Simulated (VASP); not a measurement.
# BaZrO3 (Pm-3m) in VASP: single point with r2SCAN

Aim: the single point of BaZrO3 with r2SCAN.

All numbers are computed with VASP 6.6.1; they aren't measurements. Logs are shortened: lines on timing, memory, paths and dates and some standing lists are left out, and cuts for length are marked.

## 1. The cell of the first run

Symmetry: Pm-3m, No. 221, cubic system. The conventional cell has a = 4.205 Å, b = 4.205 Å, c = 4.205 Å, α = 90.00°, β = 90.00°, γ = 90.00°. Ba (site symmetry m-3m) has 12 O at 2.97 Å and 8 Zr at 3.64 Å within 3.9 Å. Zr (site symmetry m-3m) has 6 O at 2.10 Å within 2.8 Å. O (site symmetry 4/mmm) has 2 Zr at 2.10 Å within 2.8 Å.

## 2. Single point, r2SCAN

The input, POSCAR:

```
BaZrO3
1.0
    4.2051719887      0.0000000000      0.0000000000
    0.0000000000      4.2051719887      0.0000000000
    0.0000000000      0.0000000000      4.2051719887
Ba Zr O
1 1 3
Direct
    0.0000000000      0.0000000000      0.0000000000
    0.5000000000      0.5000000000      0.5000000000
    0.0000000000      0.5000000000      0.5000000000
    0.5000000000      0.0000000000      0.5000000000
    0.5000000000      0.5000000000      0.0000000000
```

The input, INCAR.step1:

```
SYSTEM = BaZrO3
PREC     = Accurate       ! precision mode
ENCUT    = 910            ! plane-wave cutoff, eV
ISMEAR   = -1             ! smearing method
SIGMA    = 0.1            ! smearing width, eV
LREAL    = .FALSE.        ! projectors in reciprocal space
LASPH    = .TRUE.         ! aspherical terms in the spheres
NELM     = 120            ! most SCF steps
NBANDS   = 28             ! bands
GGA      = PE             ! functional
ALGO     = Normal         ! electronic algorithm
EDIFF    = 1E-5           ! SCF threshold, eV
LWAVE    = .TRUE.         ! write WAVECAR
LCHARG   = .FALSE.        ! write CHGCAR
GGA_COMPAT= .FALSE.
```

The input, INCAR.step2:

```
SYSTEM = BaZrO3
PREC     = Accurate       ! precision mode
ENCUT    = 910            ! plane-wave cutoff, eV
EDIFF    = 1E-6           ! SCF threshold, eV
ISMEAR   = -1             ! smearing method
SIGMA    = 0.1            ! smearing width, eV
LREAL    = .FALSE.        ! projectors in reciprocal space
LASPH    = .TRUE.         ! aspherical terms in the spheres
NELM     = 120            ! most SCF steps
ALGO     = Normal         ! electronic algorithm
ISIF     = 2              ! what is computed and relaxed
LWAVE    = .FALSE.        ! write WAVECAR
LCHARG   = .FALSE.        ! write CHGCAR
METAGGA  = R2SCAN         ! meta-GGA
LMIXTAU  = .TRUE.       
NBANDS   = 28             ! bands
ISTART   = 1            
GGA_COMPAT= .FALSE.
```

The input, KPOINTS:

```
regular mesh
0
G
  8 8 8
  0 0 0
```

Potentials or basis: VASP PAW PBE potentials, release 64 (Ba_sv, Zr_sv, O_h).

Run with:

```sh
$ cat potpaw_PBE.64/Ba_sv/POTCAR potpaw_PBE.64/Zr_sv/POTCAR potpaw_PBE.64/O_h/POTCAR > POTCAR
$ cp INCAR.step1 INCAR
$ mpirun -np 1 vasp_std > vasp.out
$ cp INCAR.step2 INCAR
$ mpirun -np 1 vasp_std > vasp.out
```

OUTCAR:

```text
SYSTEM = BaZrO3
   PREC = Accurate
   ENCUT = 910
   EDIFF = 1E-6
   ISMEAR = -1
   LREAL = .FALSE.
   LASPH = .TRUE.
   NELM = 120
   ISIF = 2
   METAGGA = R2SCAN
   ISTART = 1

 ion  position               nearest neighbor table
   1  0.000  0.000  0.000-   3 2.97   4 2.97   5 2.97   3 2.97   4 2.97   3 2.97   5 2.97   3 2.97
                             4 2.97   5 2.97   4 2.97   5 2.97   2 3.64   2 3.64   2 3.64   2 3.64
   2  0.500  0.500  0.500-   3 2.10   4 2.10   5 2.10   5 2.10   4 2.10   3 2.10   1 3.64   1 3.64
                             1 3.64   1 3.64   1 3.64   1 3.64   1 3.64   1 3.64
   3  0.000  0.500  0.500-   2 2.10   2 2.10   1 2.97   1 2.97   1 2.97   1 2.97
   4  0.500  0.000  0.500-   2 2.10   2 2.10   1 2.97   1 2.97   1 2.97   1 2.97
   5  0.500  0.500  0.000-   2 2.10   2 2.10   1 2.97   1 2.97   1 2.97   1 2.97

  LATTYP: Found a simple cubic cell.
 ALAT       =     4.2051719887

  Lattice vectors:

 A1 = (   4.2051719887,   0.0000000000,   0.0000000000)
 A2 = (   0.0000000000,   4.2051719887,   0.0000000000)
 A3 = (   0.0000000000,   0.0000000000,   4.2051719887)

Analysis of symmetry for initial positions (statically):
=====================================================================
 Subroutine PRICEL returns:
 Original cell was already a primitive cell.

 Routine SETGRP: Setting up the symmetry group for a
 simple cubic supercell.

 Subroutine GETGRP returns: Found 48 space group operations
 (whereof 48 operations were pure point group operations)
 out of a pool of 48 trial point group operations.

The static configuration has the point symmetry O_h .

Analysis of symmetry for dynamics (positions and initial velocities):
=====================================================================
 Subroutine PRICEL returns:
 Original cell was already a primitive cell.

 Routine SETGRP: Setting up the symmetry group for a
 simple cubic supercell.

 Subroutine GETGRP returns: Found 48 space group operations
 (whereof 48 operations were pure point group operations)
 out of a pool of 48 trial point group operations.

The dynamic configuration has the point symmetry O_h .

 Subroutine INISYM returns: Found 48 space group operations
 (whereof 48 operations are pure point group operations),
 and found     1 'primitive' translations

----------------------------------------------------------------------------------------

                                     Primitive cell

  volume of cell :      74.3620

  direct lattice vectors                    reciprocal lattice vectors
     4.205171989  0.000000000  0.000000000     0.237802402  0.000000000  0.000000000
     0.000000000  4.205171989  0.000000000     0.000000000  0.237802402  0.000000000
     0.000000000  0.000000000  4.205171989     0.000000000  0.000000000  0.237802402

  length of vectors
     4.205171989  4.205171989  4.205171989     0.237802402  0.237802402  0.237802402

  position of ions in fractional coordinates (direct lattice)
     0.000000000  0.000000000  0.000000000
     0.500000000  0.500000000  0.500000000
     0.000000000  0.500000000  0.500000000
     0.500000000  0.000000000  0.500000000
     0.500000000  0.500000000  0.000000000

  ion indices of the primitive-cell ions
   primitive index   ion index
                 1           1
                 2           2
                 3           3
                 4           4
                 5           5

----------------------------------------------------------------------------------------

 KPOINTS: regular mesh

Automatic generation of k-mesh.
 Grid dimensions read from file:
 generate k-points for:    8    8    8

 Generating k-lattice:

  Cartesian coordinates                     Fractional coordinates (reciprocal lattice)
     0.029725300  0.000000000  0.000000000     0.125000000  0.000000000  0.000000000
     0.000000000  0.029725300  0.000000000     0.000000000  0.125000000  0.000000000
     0.000000000  0.000000000  0.029725300     0.000000000  0.000000000  0.125000000

  Length of vectors
     0.029725300  0.029725300  0.029725300

  Shift w.r.t. Gamma in fractional coordinates (k-lattice)
     0.000000000  0.000000000  0.000000000

 Subroutine IBZKPT returns following result:
 ===========================================

 Found     35 irreducible k-points:

 Following reciprocal coordinates:
            Coordinates               Weight
  0.000000  0.000000  0.000000      1.000000
  0.125000  0.000000  0.000000      6.000000
  0.250000  0.000000  0.000000      6.000000
  0.375000  0.000000  0.000000      6.000000
  0.500000  0.000000  0.000000      3.000000
  0.125000  0.125000  0.000000     12.000000
[... 16 lines left out ...]
  0.375000  0.375000  0.125000     24.000000
  0.500000  0.375000  0.125000     24.000000
 [... further k-points ...]
   k-points           NKPTS =     35   k-points in BZ     NKDIM =     35   number of bands    NBANDS=     28
   number of dos      NEDOS =    301   number of ions     NIONS =      5
   total plane-waves  NPLWV =  74088
   dimension x,y,z NGX =    42 NGY =   42 NGZ =   42
   dimension x,y,z NGXF=    84 NGYF=   84 NGZF=   84
   ions per type =               1   1   3
   NGX,Y,Z   is equivalent  to a cutoff of  16.60, 16.60, 16.60 a.u.
   NGXF,Y,Z  is equivalent  to a cutoff of  33.21, 33.21, 33.21 a.u.
 SYSTEM =  BaZrO3
   PREC   = accura    normal or accurate (medium, high low for compatibility)
   ISTART =      1    job   : 0-new  1-cont  2-samecut
   ICHARG =      0    charge: 1-file 2-atom 10-const
   ISPIN  =      1    spin polarized calculation?
   LNONCOLLINEAR =      F non collinear calculations
   LSORBIT =      F    spin-orbit coupling
   LASPH  =      T    aspherical Exc in radial PAW
   ENCUT  =  910.0 eV  66.88 Ry    8.18 a.u.  10.34 10.34 10.34*2*pi/ulx,y,z
   NELM   =    120;   NELMIN=  2; NELMDL=  0     # of ELM steps
   EDIFF  = 0.1E-05   stopping-criterion for ELM
   LREAL  =      F    real-space projection
   EDIFFG = 0.1E-04   stopping-criterion for IOM
   NSW    =      0    number of steps for IOM
   IBRION =     -1    ionic relax: 0-MD 1-quasi-New 2-CG
   NFREE  =      0    steps in history (QN), initial steepest desc. (CG)
   ISIF   =      2    stress and relaxation
   ISYM   =      2    0-nonsym 1-usesym 2-fastsym
   POTIM  = 0.5000    time-step for ionic-motion
   TEBEG  =    0.0;   TEEND  =   0.0 temperature during run
   PSTRESS=    0.0 pullay stress
   NELECT =      40.0000    total number of electrons
   NUPDOWN=      -1.0000    fix difference up-down
   EMIN   =  10.00;   EMAX   =-10.00  energy-range for DOS
   EFERMI =   0.00;   METHOD = LEGACY
   ISMEAR =    -1;   SIGMA  =   0.10  broadening in eV -4-tet -1-fermi 0-gaus
   EFERMI_NEDOS =   21; number of points for ismear=-14 and -15
   IALGO  =     38    algorithm
   IMIX   =      4    mixing-type and parameters
     AMIX     =   0.40;   BMIX     =  1.00
     AMIX_MAG =   1.60;   BMIX_MAG =  1.00
  volume/ion in A,a.u.               =      14.87       100.36
  Fermi-wavevector in a.u.,A,eV,Ry     =   1.331408  2.515996 24.118319  1.772646
  Thomas-Fermi vector in A             =   2.460421
   LORBIT       =      0    0 simple, 1 ext, 2 COOP (PROOUT), +10 PAW based schemes
   METAGGA = R2SCAN    functional components
   LHFCALC =     F    Hartree Fock is set to
   AEXX    =    0.0000 exact exchange contribution
   IVDW    =     0    specifies the selected vdW correction
   LEPSILON=     F    determine dielectric tensor
   LRPA    =     F    only Hartree local field effects (RPA)
 non-spin polarized calculation
  energy-cutoff  :      910.00
  volume of cell :       74.36
 maximum number of plane-waves:      4680
 NGX is ok and might be reduce to    42
   NGX = 21   NGY = 21   NGZ = 21

 number of electron      40.0000010 magnetization

 Free energy of the ion-electron system (eV)
  ---------------------------------------------------
  ext. energy  EPLUGINS =         0.00000000
  ---------------------------------------------------
  free energy    TOTEN  =       -85.13210816 eV

  energy without entropy =      -85.13210816  energy(sigma->0) =      -85.13210816

 E-fermi :   5.6497     XC(G=0): -11.3403

 val. band max:        3.7182697230   @ k =   0.5000   0.5000   0.5000
 cond. band min:       7.4083492446   @ k =   0.0000   0.0000   0.0000
 fundamental gap:      3.6900795215
 Fermi energy:         5.6496926219

 k-point     1 :       0.0000    0.0000    0.0000
  band No.  band energies     occupation
      1     -44.8501      2.00000
      2     -22.3059      2.00000
      3     -22.2793      2.00000
      4     -22.2793      2.00000
      5     -22.2793      2.00000
      6     -13.6044      2.00000
[... 20 lines left out ...]
     27      11.5972      0.00000
     28      11.5972      0.00000

 k-point     2 :       0.1250    0.0000    0.0000
  band No.  band energies     occupation
      1     -44.8496      2.00000
      2     -22.3994      2.00000
      3     -22.2783      2.00000
      4     -22.2783      2.00000
      5     -22.2182      2.00000
      6     -13.5973      2.00000
[... 20 lines left out ...]
     27      11.5982      0.00000
     28      12.1071      0.00000

 k-point     3 :       0.2500    0.0000    0.0000
  band No.  band energies     occupation
      1     -44.8483      2.00000
      2     -22.5245      2.00000
      3     -22.2760      2.00000
      4     -22.2760      2.00000
      5     -22.1685      2.00000
      6     -13.6521      2.00000
[... 20 lines left out ...]
     27      11.5981      0.00000
     28      12.2009      0.00000

 k-point     4 :       0.3750    0.0000    0.0000
  band No.  band energies     occupation
      1     -44.8470      2.00000
      2     -22.6281      2.00000
      3     -22.2736      2.00000
      4     -22.2736      2.00000
      5     -22.1362      2.00000
      6     -13.7265      2.00000
[... 578 lines left out ...]
     27      12.5651      0.00000
     28      12.7797      0.00000

 k-point    23 :       0.3750    0.3750    0.1250
  band No.  band energies     occupation
      1     -44.8435      2.00000
      2     -22.5418      2.00000
      3     -22.5078      2.00000
      4     -22.3113      2.00000
      5     -22.1813      2.00000
      6     -13.3552      2.00000
[... 20 lines left out ...]
     27      12.4558      0.00000
     28      13.1942      0.00000

 k-point    24 :       0.5000    0.3750    0.1250
  band No.  band energies     occupation
      1     -44.8430      2.00000
      2     -22.5638      2.00000
      3     -22.5071      2.00000
      4     -22.3092      2.00000
      5     -22.1931      2.00000
      6     -13.3415      2.00000
[... 20 lines left out ...]
     27      12.7598      0.00000
     28      13.3804      0.00000

 [... further k-points ...]

------------------------ aborting loop because EDIFF is reached ----------------------------------------

  FORCE on cell =-STRESS in cart. coord.  units (eV):
  Direction    XX          YY          ZZ          XY          YZ          ZX
  --------------------------------------------------------------------------------------
  -------------------------------------------------------------------------------------
  Total        0.3667038      0.3667038      0.3667038      0.0000000      0.0000000     -0.0000000
  in kB        7.9008655      7.9008655      7.9008655      0.0000000      0.0000000     -0.0000000
  external PRESSURE =       7.9008655 kB  Pullay stress =       0.0000000 kB

 VOLUME and BASIS-vectors are now :
 -----------------------------------------------------------------------------
  energy-cutoff  :      910.00
  volume of cell :       74.36
      direct lattice vectors                 reciprocal lattice vectors
     4.205171989  0.000000000  0.000000000     0.237802402  0.000000000  0.000000000
     0.000000000  4.205171989  0.000000000     0.000000000  0.237802402  0.000000000
     0.000000000  0.000000000  4.205171989     0.000000000  0.000000000  0.237802402

 POSITION                                       TOTAL-FORCE (eV/Angst)
 -----------------------------------------------------------------------------------
      0.00000      0.00000      0.00000         0.000000      0.000000      0.000000
      2.10259      2.10259      2.10259         0.000000      0.000000      0.000000
      0.00000      2.10259      2.10259         0.000000      0.000000      0.000000
      2.10259      0.00000      2.10259         0.000000      0.000000      0.000000
      2.10259      2.10259      0.00000         0.000000      0.000000      0.000000
 -----------------------------------------------------------------------------------
    total drift:                                0.000000     -0.000000     -0.000000

  FREE ENERGIE OF THE ION-ELECTRON SYSTEM (eV)
  ---------------------------------------------------
  free  energy   TOTEN  =       -85.1321081624 eV

  energy  without entropy=      -85.1321081591  energy(sigma->0) =      -85.13210816
```

Run time: 4.4 min. Hardware: 1 thread of Intel Xeon 6975P-C (Granite Rapids), shared host; peak memory 0.39 GiB.

Results:

* Free energy: -85.1321 eV
* Pressure: 0.8 GPa
* Band gap on the k mesh: 3.69 eV (least direct gap 3.94 eV)

Caveat: the cutoff is under 1.25 times the usual one of these potentials, so pressure, stress and relaxed cells hold a basis-set (Pulay) error; the PAW data sets were made with another functional, which shifts forces and pressure a little; spin-orbit coupling is left out, which moves the levels of the heavy elements. A k mesh can miss the band edges.
